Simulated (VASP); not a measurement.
# Ti (P6_3/mmc) in VASP: a series of runs

The runs below take Ti through single point, relaxation of cell and atoms, with r2SCAN.

All numbers are computed with VASP 6.6.1; they aren't measurements. Logs are shortened: lines on timing, memory, paths and dates and some standing lists are left out, and cuts for length are marked.

## (1) The cell of the first run

Symmetry: P6_3/mmc, No. 194, hexagonal system. The conventional cell has a = 2.936 Å, b = 2.936 Å, c = 4.636 Å, α = 90.00°, β = 90.00°, γ = 120.00°. Within 3.8 Å of Ti (site symmetry -6m2) lie 12 Ti at 2.87 to 2.94 Å.

## (2) Single point, r2SCAN

Input file POSCAR:

```
Ti
1.0
    2.9357969427      0.0000000000      0.0000000000
   -1.4678984714      2.5424747328      0.0000000000
    0.0000000000      0.0000000000      4.6361929056
Ti
2
Direct
    0.3333333333      0.6666666667      0.2500000000
    0.6666666667      0.3333333333      0.7500000000
```

Input file INCAR.step1:

```
SYSTEM = Ti
ALGO = Normal
EDIFF = 1E-4
ENCUT = 520
GGA = PE
ISMEAR = 0
LASPH = .TRUE.
LCHARG = .FALSE.
LREAL = .FALSE.
LWAVE = .TRUE.
NBANDS = 19
NELM = 80
PREC = Accurate
SIGMA = 0.15
```

Input file INCAR.step2:

```
SYSTEM = Ti
ALGO = Normal
EDIFF = 1E-7
ENCUT = 520
ISIF = 2
ISMEAR = 0
ISTART = 1
LASPH = .TRUE.
LCHARG = .FALSE.
LMIXTAU = .TRUE.
LREAL = .FALSE.
LWAVE = .FALSE.
METAGGA = R2SCAN
NBANDS = 19
NELM = 80
PREC = Accurate
SIGMA = 0.15
```

Input file KPOINTS:

```
k-points
0
G
  24 24 14
  0 0 0
```

Potentials or basis: VASP PAW PBE potentials, release 64 (Ti_sv).

The run is started by

```sh
$ cat potpaw_PBE.64/Ti_sv/POTCAR > POTCAR
$ cp INCAR.step1 INCAR
$ mpirun -np 1 vasp_std > vasp.out
$ cp INCAR.step2 INCAR
$ mpirun -np 1 vasp_std > vasp.out
```

OUTCAR:

```text
SYSTEM = Ti
   EDIFF = 1E-7
   ENCUT = 520
   ISIF = 2
   ISMEAR = 0
   ISTART = 1
   LASPH = .TRUE.
   LREAL = .FALSE.
   METAGGA = R2SCAN
   NELM = 80
   PREC = Accurate

 ion  position               nearest neighbor table
   1  0.333  0.667  0.250-   2 2.87   2 2.87   2 2.87   2 2.87   2 2.87   2 2.87
   2  0.667  0.333  0.750-   1 2.87   1 2.87   1 2.87   1 2.87   1 2.87   1 2.87

  LATTYP: Found a hexagonal cell.
 ALAT       =     2.9357969427
 C/A-ratio  =     1.5791939961

  Lattice vectors:

 A1 = (   2.9357969427,   0.0000000000,   0.0000000000)
 A2 = (  -1.4678984714,   2.5424747328,   0.0000000000)
 A3 = (   0.0000000000,   0.0000000000,   4.6361929056)

Analysis of symmetry for initial positions (statically):
=====================================================================
 Subroutine PRICEL returns:
 Original cell was already a primitive cell.

 Routine SETGRP: Setting up the symmetry group for a
 hexagonal supercell.

 Subroutine GETGRP returns: Found 24 space group operations
 (whereof 12 operations were pure point group operations)
 out of a pool of 24 trial point group operations.

The static configuration has the point symmetry D_3d.
 The point group associated with its full space group is D_6h.

Analysis of symmetry for dynamics (positions and initial velocities):
=====================================================================
 Subroutine PRICEL returns:
 Original cell was already a primitive cell.

 Routine SETGRP: Setting up the symmetry group for a
 hexagonal supercell.

 Subroutine GETGRP returns: Found 24 space group operations
 (whereof 12 operations were pure point group operations)
 out of a pool of 24 trial point group operations.

The dynamic configuration has the point symmetry D_3d.
 The point group associated with its full space group is D_6h.

 Subroutine INISYM returns: Found 24 space group operations
 (whereof 12 operations are pure point group operations),
 and found     1 'primitive' translations

----------------------------------------------------------------------------------------

                                     Primitive cell

  volume of cell :      34.6054

  direct lattice vectors                    reciprocal lattice vectors
     2.935796943  0.000000000  0.000000000     0.340623013  0.196658788  0.000000000
    -1.467898471  2.542474733  0.000000000     0.000000000  0.393317576  0.000000000
     0.000000000  0.000000000  4.636192906     0.000000000  0.000000000  0.215694217

  length of vectors
     2.935796943  2.935796943  4.636192906     0.393317576  0.393317576  0.215694217

  position of ions in fractional coordinates (direct lattice)
     0.333333333  0.666666667  0.250000000
     0.666666667  0.333333333  0.750000000

  ion indices of the primitive-cell ions
   primitive index   ion index
                 1           1
                 2           2

----------------------------------------------------------------------------------------

 KPOINTS: k-points

Automatic generation of k-mesh.
 Grid dimensions read from file:
 generate k-points for:   24   24   14

 Generating k-lattice:

  Cartesian coordinates                     Fractional coordinates (reciprocal lattice)
     0.014192626  0.008194116  0.000000000     0.041666667 -0.000000000  0.000000000
     0.000000000  0.016388232  0.000000000     0.000000000  0.041666667  0.000000000
     0.000000000  0.000000000  0.015406730     0.000000000  0.000000000  0.071428571

  Length of vectors
     0.016388232  0.016388232  0.015406730

  Shift w.r.t. Gamma in fractional coordinates (k-lattice)
     0.000000000  0.000000000  0.000000000

 Subroutine IBZKPT returns following result:
 ===========================================

 Found    488 irreducible k-points:

 Following reciprocal coordinates:
            Coordinates               Weight
  0.000000  0.000000  0.000000      1.000000
  0.041667  0.000000  0.000000      6.000000
  0.083333 -0.000000  0.000000      6.000000
  0.125000  0.000000  0.000000      6.000000
  0.166667  0.000000  0.000000      6.000000
  0.208333  0.000000  0.000000      6.000000
[... 16 lines left out ...]
  0.416667  0.041667  0.000000     12.000000
  0.458333  0.041667  0.000000     12.000000
 [... further k-points ...]
   k-points           NKPTS =    488   k-points in BZ     NKDIM =    488   number of bands    NBANDS=     19
   number of dos      NEDOS =    301   number of ions     NIONS =      2
   total plane-waves  NPLWV =  20736
   dimension x,y,z NGX =    24 NGY =   24 NGZ =   36
   dimension x,y,z NGXF=    48 NGYF=   48 NGZF=   72
   ions per type =               2
   NGX,Y,Z   is equivalent  to a cutoff of  13.59, 13.59, 12.91 a.u.
   NGXF,Y,Z  is equivalent  to a cutoff of  27.18, 27.18, 25.82 a.u.
 SYSTEM =  Ti
   PREC   = accura    normal or accurate (medium, high low for compatibility)
   ISTART =      1    job   : 0-new  1-cont  2-samecut
   ICHARG =      0    charge: 1-file 2-atom 10-const
   ISPIN  =      1    spin polarized calculation?
   LNONCOLLINEAR =      F non collinear calculations
   LSORBIT =      F    spin-orbit coupling
   LASPH  =      T    aspherical Exc in radial PAW
   ENCUT  =  520.0 eV  38.22 Ry    6.18 a.u.   5.46  5.46  8.62*2*pi/ulx,y,z
   NELM   =     80;   NELMIN=  2; NELMDL=  0     # of ELM steps
   EDIFF  = 0.1E-06   stopping-criterion for ELM
   LREAL  =      F    real-space projection
   EDIFFG = 0.1E-05   stopping-criterion for IOM
   NSW    =      0    number of steps for IOM
   IBRION =     -1    ionic relax: 0-MD 1-quasi-New 2-CG
   NFREE  =      0    steps in history (QN), initial steepest desc. (CG)
   ISIF   =      2    stress and relaxation
   ISYM   =      2    0-nonsym 1-usesym 2-fastsym
   POTIM  = 0.5000    time-step for ionic-motion
   TEBEG  =    0.0;   TEEND  =   0.0 temperature during run
   PSTRESS=    0.0 pullay stress
   NELECT =      24.0000    total number of electrons
   NUPDOWN=      -1.0000    fix difference up-down
   EMIN   =  10.00;   EMAX   =-10.00  energy-range for DOS
   EFERMI =   0.00;   METHOD = LEGACY
   ISMEAR =     0;   SIGMA  =   0.15  broadening in eV -4-tet -1-fermi 0-gaus
   EFERMI_NEDOS =   21; number of points for ismear=-14 and -15
   IALGO  =     38    algorithm
   IMIX   =      4    mixing-type and parameters
     AMIX     =   0.40;   BMIX     =  1.00
     AMIX_MAG =   1.60;   BMIX_MAG =  1.00
  volume/ion in A,a.u.               =      17.30       116.76
  Fermi-wavevector in a.u.,A,eV,Ry     =   1.449096  2.738395 28.570596  2.099880
  Thomas-Fermi vector in A             =   2.566862
   LORBIT       =      0    0 simple, 1 ext, 2 COOP (PROOUT), +10 PAW based schemes
   METAGGA = R2SCAN    functional components
   LHFCALC =     F    Hartree Fock is set to
   AEXX    =    0.0000 exact exchange contribution
   IVDW    =     0    specifies the selected vdW correction
   LEPSILON=     F    determine dielectric tensor
   LRPA    =     F    only Hartree local field effects (RPA)
 non-spin polarized calculation
 Gauss-broadening in eV      SIGMA  =   0.15
  energy-cutoff  :      520.00
  volume of cell :       34.61
 maximum number of plane-waves:       965
 NGX is ok and might be reduce to    24
   NGX = 11   NGY = 11   NGZ = 17

 number of electron      24.0000002 magnetization

 Free energy of the ion-electron system (eV)
  ---------------------------------------------------
  ext. energy  EPLUGINS =         0.00000000
  ---------------------------------------------------
  free energy    TOTEN  =       -25.91086982 eV

  energy without entropy =      -25.89160387  energy(sigma->0) =      -25.90123684

 E-fermi :   8.4407     XC(G=0): -12.4157

 val. band max:        8.4350929778   @ k =   0.3333   0.2500   0.2857
 cond. band min:       8.4412050897   @ k =   0.1667   0.0417   0.3571
 fundamental gap:      0.0061121119
 Fermi energy:         8.4406995818

 k-point     1 :       0.0000    0.0000    0.0000
  band No.  band energies     occupation
      1     -50.7929      2.00000
      2     -50.6456      2.00000
      3     -26.3609      2.00000
      4     -25.6849      2.00000
      5     -25.6849      2.00000
      6     -25.6109      2.00000
[... 11 lines left out ...]
     18      10.2580      0.00000
     19      11.8362      0.00000

 k-point     2 :       0.0417    0.0000    0.0000
  band No.  band energies     occupation
      1     -50.7911      2.00000
      2     -50.6449      2.00000
      3     -26.3568      2.00000
      4     -25.6932      2.00000
      5     -25.6877      2.00000
      6     -25.6126      2.00000
[... 11 lines left out ...]
     18      10.2278      0.00000
     19      11.8529      0.00000

 k-point     3 :       0.0833   -0.0000    0.0000
  band No.  band energies     occupation
      1     -50.7857      2.00000
      2     -50.6428      2.00000
      3     -26.3447      2.00000
      4     -25.7175      2.00000
      5     -25.6959      2.00000
      6     -25.6177      2.00000
[... 11 lines left out ...]
     18      10.1433      0.00000
     19      11.8977      0.00000

 k-point     4 :       0.1250    0.0000    0.0000
  band No.  band energies     occupation
      1     -50.7770      2.00000
      2     -50.6396      2.00000
      3     -26.3250      2.00000
      4     -25.7564      2.00000
      5     -25.7086      2.00000
      6     -25.6532      2.00000
[... 407 lines left out ...]
     18      12.0907      0.00000
     19      12.2500      0.00000

 k-point    23 :       0.4167    0.0417    0.0000
  band No.  band energies     occupation
      1     -50.6735      2.00000
      2     -50.6193      2.00000
      3     -26.1609      2.00000
      4     -26.0547      2.00000
      5     -26.0317      2.00000
      6     -25.8332      2.00000
[... 11 lines left out ...]
     18      12.2634      0.00000
     19      12.5012      0.00000

 k-point    24 :       0.4583    0.0417    0.0000
  band No.  band energies     occupation
      1     -50.6678      2.00000
      2     -50.6199      2.00000
      3     -26.1778      2.00000
      4     -26.0460      2.00000
      5     -26.0360      2.00000
      6     -25.8383      2.00000
[... 11 lines left out ...]
     18      12.2698      0.00000
     19      12.9154      0.00000

 [... further k-points ...]

------------------------ aborting loop because EDIFF is reached ----------------------------------------

  FORCE on cell =-STRESS in cart. coord.  units (eV):
  Direction    XX          YY          ZZ          XY          YZ          ZX
  --------------------------------------------------------------------------------------
  -------------------------------------------------------------------------------------
  Total        0.0825598      0.0825598      0.0955925     -0.0000000      0.0000000      0.0000000
  in kB        3.8223905      3.8223905      4.4257838     -0.0000000      0.0000000      0.0000000
  external PRESSURE =       4.0235216 kB  Pullay stress =       0.0000000 kB

 VOLUME and BASIS-vectors are now :
 -----------------------------------------------------------------------------
  energy-cutoff  :      520.00
  volume of cell :       34.61
      direct lattice vectors                 reciprocal lattice vectors
     2.935796943  0.000000000  0.000000000     0.340623013  0.196658788  0.000000000
    -1.467898471  2.542474733  0.000000000     0.000000000  0.393317576  0.000000000
     0.000000000  0.000000000  4.636192906     0.000000000  0.000000000  0.215694217

 POSITION                                       TOTAL-FORCE (eV/Angst)
 -----------------------------------------------------------------------------------
     -0.00000      1.69498      1.15905         0.000000      0.000000      0.000000
      1.46790      0.84749      3.47714        -0.000000      0.000000      0.000000
 -----------------------------------------------------------------------------------
    total drift:                               -0.000000      0.000000     -0.000000

  FREE ENERGIE OF THE ION-ELECTRON SYSTEM (eV)
  ---------------------------------------------------
  free  energy   TOTEN  =       -25.9108698165 eV

  energy  without entropy=      -25.8916038659  energy(sigma->0) =      -25.90123684
```

Wall time 30 min (1 thread of Oxide Virtual Turin-like, shared host); peak memory 0.33 GiB.

What came out:

```yaml
Free_energy: -25.9109 eV
Pressure: 0.4 GPa
Band_gap_on_the_k_mesh: zero (bands 12 and 13 overlap by 1.29 eV)
```

Caveat: the PAW data sets were made with another functional, which shifts forces and pressure a little.

## (3) Relaxation of cell and atoms, r2SCAN, target pressure -3 GPa, at which the enthalpy is minimised

This run uses another cell than the first one, of 17.80 Å³/atom.

Input file POSCAR:

```
Ti
1.0
    2.9636247049      0.0000000000      0.0000000000
   -1.4818123525      2.5665742817      0.0000000000
    0.0000000000      0.0000000000      4.6801383442
Ti
2
Direct
    0.3333333333      0.6666666667      0.2500000000
    0.6666666667      0.3333333333      0.7500000000
```

Input file INCAR.step1:

```
ALGO     = Normal         # electronic algorithm
EDIFF    = 1E-4           # SCF threshold, eV
ENCUT    = 600            # plane-wave cutoff, eV
GGA      = PE             # functional
ISMEAR   = 0              # smearing method
LASPH    = T              # aspherical terms in the spheres
LCHARG   = F              # write CHGCAR
LREAL    = F              # projectors in reciprocal space
LWAVE    = T              # write WAVECAR
NELM     = 100            # most SCF steps
PREC     = Accurate       # precision mode
SIGMA    = 0.1            # smearing width, eV
```

Input file INCAR.step2:

```
ALGO     = Normal         # electronic algorithm
EDIFF    = 1E-6           # SCF threshold, eV
EDIFFG   = -0.008         # ionic threshold
ENCUT    = 600            # plane-wave cutoff, eV
IBRION   = 2              # ionic algorithm
ISIF     = 3              # what is computed and relaxed
ISMEAR   = 0              # smearing method
ISTART   = 1            
LASPH    = T              # aspherical terms in the spheres
LCHARG   = F              # write CHGCAR
LMIXTAU  = T            
LREAL    = F              # projectors in reciprocal space
LWAVE    = F              # write WAVECAR
METAGGA  = R2SCAN         # meta-GGA
NELM     = 100            # most SCF steps
NSW      = 70             # ionic steps
PREC     = Accurate       # precision mode
PSTRESS  = -30.0        
SIGMA    = 0.1            # smearing width, eV
```

Input file KPOINTS:

```
k-points
0
Gamma
  18 18 10
```

Potentials or basis: VASP PAW PBE potentials, release 64 (Ti_sv).

The run is started by

```sh
$ cat potpaw_PBE.64/Ti_sv/POTCAR > POTCAR
$ cp INCAR.step1 INCAR
$ mpirun -np 1 vasp_std > vasp.out
$ cp INCAR.step2 INCAR
$ mpirun -np 1 vasp_std > vasp.out
```

Run time: 35 min. Hardware: 1 thread of Oxide Virtual Turin-like, shared host; peak memory 0.24 GiB.

The run converged. Its results:

```yaml
Free_energy: -25.8963 eV
Relaxed_volume: 17.84 Å³/atom
Relaxed_cell: a = 2.966 Å, b = 2.966 Å, c = 4.685 Å, α = 90.00°, β = 90.00°, γ = 120.00°
Space_group_after_relaxing_to_0.1_Å: P6_3/mmc (No. 194)
Energy_change_on_relaxing_the_run_minimises_the_enthalpy: +0.7 meV/atom
Ionic_steps: 3
Pressure_after_relaxing: -3.0 GPa
Band_gap_on_the_k_mesh: zero (bands 12 and 13 overlap by 1.21 eV)
```

The path:
| step | energy change (eV) | largest force (eV/Å) | pressure (GPa) | volume (Å³) |
| --- | --- | --- | --- | --- |
| 1 | 0.0000 | 0.0000 | -2.78 | 35.60 |
| 2 | 0.0024 | 0.0000 | -3.14 | 35.73 |
| 3 | 0.0015 | 0.0000 | -3.02 | 35.68 |

Final structure:
```
CELL_PARAMETERS angstrom
2.96560 0.00000 0.00000
-1.48280 2.56829 0.00000
0.00000 0.00000 4.68469
ATOMIC_POSITIONS crystal
Ti 0.33333 0.66667 0.25000
Ti 0.66667 0.33333 0.75000
```

Levels at points of the mesh, in eV from the Fermi level:
```tsv
k point	band 9	band 10	band 11	band 12	band 13	band 14	band 15	band 16
(0.00, 0.00, 0.00)	-6.57	-2.80	0.50	0.84	0.84	0.95	1.35	1.35
(0.50, 0.00, 0.00)	-2.50	-2.21	-1.87	-0.88	0.59	0.67	1.23	3.41
(0.00, 0.00, 0.50)	-4.66	-4.66	0.07	0.07	0.75	0.75	0.75	0.75
(0.50, 0.00, 0.50)	-2.61	-2.61	-0.85	-0.85	1.16	1.16	1.84	1.84
```

Caveat: the cell is relaxed towards a set pressure, so the run minimises the enthalpy, not the energy; the PAW data sets were made with another functional, which shifts forces and pressure a little.
